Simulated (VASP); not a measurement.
# Cd (P6_3/mmc) in VASP: a series of runs

Runs on Cd. Level: PBEsol. Tasks: electric field gradients.

All numbers are computed with VASP 6.6.1; they aren't measurements. Logs are shortened: lines on timing, memory, paths and dates and some standing lists are left out, and cuts for length are marked.

### 1 The cell of the first run

Symmetry: P6_3/mmc, No. 194, hexagonal system. Conventional cell: a = 3.018 Å, b = 3.018 Å, c = 5.692 Å, α = 90.00°, β = 90.00°, γ = 120.00°. Within 4.0 Å of Cd (site symmetry -6m2) lie 12 Cd at 3.02 to 3.34 Å.

### 2 Electric field gradients, PBEsol (volume scaled by 1.04)

The input, INCAR:

```
SYSTEM = Cd
ALGO = Normal
EDIFF = 1E-8
ENCUT = 520
GGA = PS
ISIF = 2
ISMEAR = -1
LASPH = .True.
LCHARG = .False.
LEFG = .True.
LREAL = .False.
LWAVE = .False.
NBANDS = 19
NELM = 60
PREC = Accurate
SIGMA = 0.05
```

The input, KPOINTS:

```
k-points
0
Gamma
  16 16 7
  0 0 0
```

The input, POSCAR:

```
Cd
1.0
    3.0180726944      0.0000000000      0.0000000000
   -1.5090363471      2.6137276237      0.0000000000
    0.0000000000      0.0000000000      5.6915749249
Cd
2
Direct
    0.3333333333      0.6666666667      0.2500000000
    0.6666666667      0.3333333333      0.7500000000
```

Potentials or basis: VASP PAW PBE potentials, release 64 (Cd).

Command:

```sh
cat potpaw_PBE.64/Cd/POTCAR > POTCAR
mpirun -np 1 vasp_std > vasp.out
```

OUTCAR:

```text
SYSTEM = Cd
   EDIFF = 1E-8
   ENCUT = 520
   GGA = PS
   ISIF = 2
   ISMEAR = -1
   LASPH = .True.
   LREAL = .False.
   NELM = 60
   PREC = Accurate

 ion  position               nearest neighbor table
   1  0.333  0.667  0.250-   2 3.34   2 3.34   2 3.34   2 3.34   2 3.34   2 3.34
   2  0.667  0.333  0.750-   1 3.34   1 3.34   1 3.34   1 3.34   1 3.34   1 3.34

  LATTYP: Found a hexagonal cell.
 ALAT       =     3.0180726944
 C/A-ratio  =     1.8858309594

  Lattice vectors:

 A1 = (   3.0180726944,   0.0000000000,   0.0000000000)
 A2 = (  -1.5090363471,   2.6137276237,   0.0000000000)
 A3 = (   0.0000000000,   0.0000000000,   5.6915749249)

Analysis of symmetry for initial positions (statically):
=====================================================================
 Subroutine PRICEL returns:
 Original cell was already a primitive cell.

 Routine SETGRP: Setting up the symmetry group for a
 hexagonal supercell.

 Subroutine GETGRP returns: Found 24 space group operations
 (whereof 12 operations were pure point group operations)
 out of a pool of 24 trial point group operations.

The static configuration has the point symmetry D_3d.
 The point group associated with its full space group is D_6h.

Analysis of symmetry for dynamics (positions and initial velocities):
=====================================================================
 Subroutine PRICEL returns:
 Original cell was already a primitive cell.

 Routine SETGRP: Setting up the symmetry group for a
 hexagonal supercell.

 Subroutine GETGRP returns: Found 24 space group operations
 (whereof 12 operations were pure point group operations)
 out of a pool of 24 trial point group operations.

The dynamic configuration has the point symmetry D_3d.
 The point group associated with its full space group is D_6h.

 Subroutine INISYM returns: Found 24 space group operations
 (whereof 12 operations are pure point group operations),
 and found     1 'primitive' translations

----------------------------------------------------------------------------------------

                                     Primitive cell

  volume of cell :      44.8975
[... 116 lines left out ...]
   AEXX    =    0.0000 exact exchange contribution
   IVDW    =     0    specifies the selected vdW correction
   LEPSILON=     F    determine dielectric tensor
   LRPA    =     F    only Hartree local field effects (RPA)
 non-spin polarized calculation
  energy-cutoff  :      520.00
  volume of cell :       44.90
 maximum number of plane-waves:      1228
 NGX is ok and might be reduce to    24
   NGX = 11   NGY = 11   NGZ = 21

 number of electron      23.9999991 magnetization

 Free energy of the ion-electron system (eV)
  ---------------------------------------------------
  ext. energy  EPLUGINS =         0.00000000
  ---------------------------------------------------
  free energy    TOTEN  =        -2.37628582 eV

  energy without entropy =       -2.37109842  energy(sigma->0) =       -2.37369212

 E-fermi :   2.5177     XC(G=0): -11.0033

 val. band max:        2.5144798992   @ k =   0.1875   0.0625   0.1429
 cond. band min:       2.5211530287   @ k =   0.3125   0.3125   0.4286
 fundamental gap:      0.0066731295
 Fermi energy:         2.5176909438

 k-point     1 :       0.0000    0.0000    0.0000
  band No.  band energies     occupation
      1      -7.1606      2.00000
      2      -6.9140      2.00000
      3      -6.5791      2.00000
      4      -6.5791      2.00000
      5      -6.5321      2.00000
      6      -6.5321      2.00000
[... 505 lines left out ...]
      6      -6.2897      2.00000
[... 11 lines left out ...]
     18      11.6266      0.00000
     19      12.7393      0.00000

 [... further k-points ...]
[... 5 lines left out ...]
  --------------------------------------------------------------------------------------
  -------------------------------------------------------------------------------------
  Total       -0.9222682     -0.9222682     -0.7747780     -0.0000000      0.0000000      0.0000000
  in kB      -32.9113213    -32.9113212    -27.6481042     -0.0000000      0.0000000      0.0000000
  external PRESSURE =     -31.1569156 kB  Pullay stress =       0.0000000 kB

 VOLUME and BASIS-vectors are now :
 -----------------------------------------------------------------------------
  energy-cutoff  :      520.00
  volume of cell :       44.90
      direct lattice vectors                 reciprocal lattice vectors
     3.018072694  0.000000000  0.000000000     0.331337281  0.191297668  0.000000000
    -1.509036347  2.613727624  0.000000000     0.000000000  0.382595337  0.000000000
     0.000000000  0.000000000  5.691574925     0.000000000  0.000000000  0.175698293

 POSITION                                       TOTAL-FORCE (eV/Angst)
 -----------------------------------------------------------------------------------
     -0.00000      1.74249      1.42289         0.000000      0.000000      0.000000
      1.50904      0.87124      4.26868        -0.000000      0.000000      0.000000
 -----------------------------------------------------------------------------------
    total drift:                                0.000000     -0.000000      0.000000

  FREE ENERGIE OF THE ION-ELECTRON SYSTEM (eV)
  ---------------------------------------------------
  free  energy   TOTEN  =        -2.3762858231 eV

  energy  without entropy=       -2.3710984212  energy(sigma->0) =       -2.37369212

 Electric field gradients (V/A^2)
---------------------------------------------------------------------
 ion       V_xx      V_yy      V_zz      V_xy      V_xz      V_yz
---------------------------------------------------------------------
   1     -37.064   -37.064    74.128     0.000     0.000    -0.000
   2     -37.064   -37.064    74.128     0.000    -0.000     0.000
---------------------------------------------------------------------

 Electric field gradients after diagonalization (V/A^2)
 (convention: |V_zz| > |V_xx| > |V_yy|)
----------------------------------------------------------------------
 ion       V_xx      V_yy      V_zz     asymmetry (V_yy - V_xx)/ V_zz
----------------------------------------------------------------------
   1     -37.064   -37.063    74.128       0.000
   2     -37.064   -37.063    74.128       0.000
----------------------------------------------------------------------

           NMR quadrupolar parameters

 Cq : quadrupolar parameter    Cq=e*Q*V_zz/h
 eta: asymmetry parameters     (V_yy - V_xx)/ V_zz
 Q  : nuclear electric quadrupole moment in mb (millibarn)
----------------------------------------------------------------------
 ion       Cq(MHz)       eta       Q (mb)
----------------------------------------------------------------------
   1       0.179       0.000       1.000
   2       0.179       0.000       1.000
----------------------------------------------------------------------
```

OSZICAR:

```text
N       E                     dE             d eps       ncg     rms          rms(c)
DAV:   1     0.173914409163E+03    0.17391E+03   -0.13056E+04  4568   0.126E+03
DAV:   2     0.150621070775E+01   -0.17241E+03   -0.16611E+03  4737   0.331E+02
DAV:   3    -0.253175923547E+01   -0.40380E+01   -0.40291E+01  5207   0.580E+01
DAV:   4    -0.253899012227E+01   -0.72309E-02   -0.72303E-02  5037   0.227E+00
DAV:   5    -0.253901197432E+01   -0.21852E-04   -0.21852E-04  5046   0.123E-01    0.393E+00
DAV:   6    -0.238764714636E+01    0.15136E+00   -0.36492E-01  4979   0.721E+00    0.325E+00
DAV:   7    -0.237783959555E+01    0.98076E-02   -0.26644E-02  5021   0.144E+00    0.185E+00
DAV:   8    -0.237624550954E+01    0.15941E-02   -0.30715E-03  4851   0.671E-01    0.835E-02
DAV:   9    -0.237626407110E+01   -0.18562E-04   -0.33450E-05  5087   0.587E-02    0.399E-02
DAV:  10    -0.237628606092E+01   -0.21990E-04   -0.17206E-05  4909   0.446E-02    0.301E-03
DAV:  11    -0.237628593291E+01    0.12800E-06   -0.94191E-08  5102   0.292E-03    0.137E-03
DAV:  12    -0.237628580568E+01    0.12724E-06   -0.73951E-09  3982   0.753E-04    0.703E-04
DAV:  13    -0.237628581835E+01   -0.12677E-07   -0.31674E-10  2601   0.181E-04    0.210E-04
DAV:  14    -0.237628582307E+01   -0.47166E-08   -0.60806E-11  2505   0.800E-05
   1 F= -.23762858E+01 E0= -.23736921E+01  d E =-.518740E-02
```

It took 83 s on 1 thread of Oxide Virtual Turin-like, shared host; peak memory 0.18 GiB.

What came out:

```yaml
Free_energy: -2.3763 eV
Pressure: -3.1 GPa
Band_gap_on_the_k_mesh: zero (band 12 reaches 3.39 eV, above the bottom of band 13 at -0.38 eV)
```

Levels at points of the mesh, in eV from the Fermi level:
```tsv
k point	band 9	band 10	band 11	band 12	band 13	band 14	band 15	band 16
(0.00, 0.00, 0.00)	-8.61	-8.38	-8.38	-3.06	-2.89	10.31	14.28	14.42
(0.50, 0.00, 0.00)	-8.13	-8.11	-2.26	-1.85	1.88	2.94	2.97	5.13
```

Electric field gradients, principal values (V/Å²):
```
atom    least   middle  greatest (by size)
1 Cd  -37.063  -37.064              74.128
2 Cd  -37.063  -37.064              74.128
```

Caveat: without QUAD_EFG the Cq values of the log hold for a quadrupole moment of 1 mb, not for the nuclei; the PAW data sets were made with another functional, which shifts forces and pressure a little.

### 3 Electric field gradients, PBEsol (volume scaled by 1.06)

The input, INCAR:

```
SYSTEM = Cd
PREC = Accurate
ENCUT = 520
EDIFF = 1E-8
ISMEAR = -1
SIGMA = 0.05
LREAL = .FALSE.
LASPH = .TRUE.
NELM = 100
ALGO = Normal
ISIF = 2
LWAVE = .FALSE.
LCHARG = .FALSE.
GGA = PS
LEFG = .TRUE.
NBANDS = 19
```

The input, KPOINTS:

```
regular mesh
0
G
  16 16 7
  0 0 0
```

The input, POSCAR:

```
Cd
1.0
    3.0372966056      0.0000000000      0.0000000000
   -1.5186483028      2.6303760192      0.0000000000
    0.0000000000      0.0000000000      5.7278279719
Cd
2
Direct
    0.3333333333      0.6666666667      0.2500000000
    0.6666666667      0.3333333333      0.7500000000
```

Potentials or basis: VASP PAW PBE potentials, release 64 (Cd).

Command:

```sh
cat potpaw_PBE.64/Cd/POTCAR > POTCAR
mpirun -np 1 vasp_std > vasp.out
```

OUTCAR:

```text
SYSTEM = Cd
   PREC = Accurate
   ENCUT = 520
   EDIFF = 1E-8
   ISMEAR = -1
   LREAL = .FALSE.
   LASPH = .TRUE.
   NELM = 100
   ISIF = 2
   GGA = PS

 ion  position               nearest neighbor table
   1  0.333  0.667  0.250-   2 3.36   2 3.36   2 3.36   2 3.36   2 3.36   2 3.36
   2  0.667  0.333  0.750-   1 3.36   1 3.36   1 3.36   1 3.36   1 3.36   1 3.36

  LATTYP: Found a hexagonal cell.
 ALAT       =     3.0372966056
 C/A-ratio  =     1.8858309595

  Lattice vectors:

 A1 = (   3.0372966056,   0.0000000000,   0.0000000000)
 A2 = (  -1.5186483028,   2.6303760192,   0.0000000000)
[... 743 lines left out ...]
  free  energy   TOTEN  =        -2.3574612006 eV

  energy  without entropy=       -2.3519324339  energy(sigma->0) =       -2.35469682

 Electric field gradients (V/A^2)
---------------------------------------------------------------------
 ion       V_xx      V_yy      V_zz      V_xy      V_xz      V_yz
---------------------------------------------------------------------
   1     -35.792   -35.792    71.584    -0.000     0.000    -0.000
   2     -35.792   -35.792    71.584    -0.000    -0.000     0.000
---------------------------------------------------------------------

 Electric field gradients after diagonalization (V/A^2)
 (convention: |V_zz| > |V_xx| > |V_yy|)
----------------------------------------------------------------------
 ion       V_xx      V_yy      V_zz     asymmetry (V_yy - V_xx)/ V_zz
----------------------------------------------------------------------
   1     -35.792   -35.792    71.584       0.000
   2     -35.792   -35.792    71.584       0.000
----------------------------------------------------------------------

           NMR quadrupolar parameters

 Cq : quadrupolar parameter    Cq=e*Q*V_zz/h
 eta: asymmetry parameters     (V_yy - V_xx)/ V_zz
 Q  : nuclear electric quadrupole moment in mb (millibarn)
----------------------------------------------------------------------
 ion       Cq(MHz)       eta       Q (mb)
----------------------------------------------------------------------
   1       0.173       0.000       1.000
   2       0.173       0.000       1.000
----------------------------------------------------------------------
```

OSZICAR:

```text
N       E                     dE             d eps       ncg     rms          rms(c)
DAV:   1     0.172211559002E+03    0.17221E+03   -0.12978E+04  4568   0.126E+03
DAV:   2     0.150383887107E+01   -0.17071E+03   -0.16416E+03  4716   0.328E+02
DAV:   3    -0.250676501639E+01   -0.40106E+01   -0.40028E+01  5306   0.575E+01
DAV:   4    -0.251381099129E+01   -0.70460E-02   -0.70453E-02  5009   0.225E+00
DAV:   5    -0.251383281314E+01   -0.21822E-04   -0.21822E-04  5108   0.123E-01    0.373E+00
DAV:   6    -0.236813132123E+01    0.14570E+00   -0.35576E-01  5009   0.703E+00    0.313E+00
DAV:   7    -0.235894186441E+01    0.91895E-02   -0.24867E-02  4985   0.138E+00    0.181E+00
DAV:   8    -0.235741887240E+01    0.15230E-02   -0.30162E-03  4853   0.659E-01    0.798E-02
DAV:   9    -0.235743951980E+01   -0.20647E-04   -0.34959E-05  5042   0.585E-02    0.386E-02
DAV:  10    -0.235746143840E+01   -0.21919E-04   -0.17431E-05  4931   0.452E-02    0.297E-03
DAV:  11    -0.235746130509E+01    0.13331E-06   -0.88773E-08  5028   0.286E-03    0.131E-03
DAV:  12    -0.235746118450E+01    0.12059E-06   -0.79582E-09  3972   0.789E-04    0.607E-04
DAV:  13    -0.235746119522E+01   -0.10722E-07   -0.30874E-10  2604   0.184E-04    0.190E-04
DAV:  14    -0.235746120056E+01   -0.53356E-08   -0.71712E-11  2532   0.870E-05
   1 F= -.23574612E+01 E0= -.23546968E+01  d E =-.552877E-02
```

Run time: 96 s. Hardware: 1 thread of Oxide Virtual Turin-like, shared host; peak memory 0.19 GiB.

Results:

```yaml
Free_energy: -2.3575 eV
Pressure: -3.9 GPa
Band_gap_on_the_k_mesh: zero (band 12 reaches 3.25 eV, above the bottom of band 13 at -0.42 eV)
```

Electric field gradients, principal values (V/Å²):
```
atom    least   middle  greatest (by size)
1 Cd  -35.792  -35.792              71.584
2 Cd  -35.792  -35.792              71.584
```

Caveat: without QUAD_EFG the Cq values of the log hold for a quadrupole moment of 1 mb, not for the nuclei; the PAW data sets were made with another functional, which shifts forces and pressure a little.
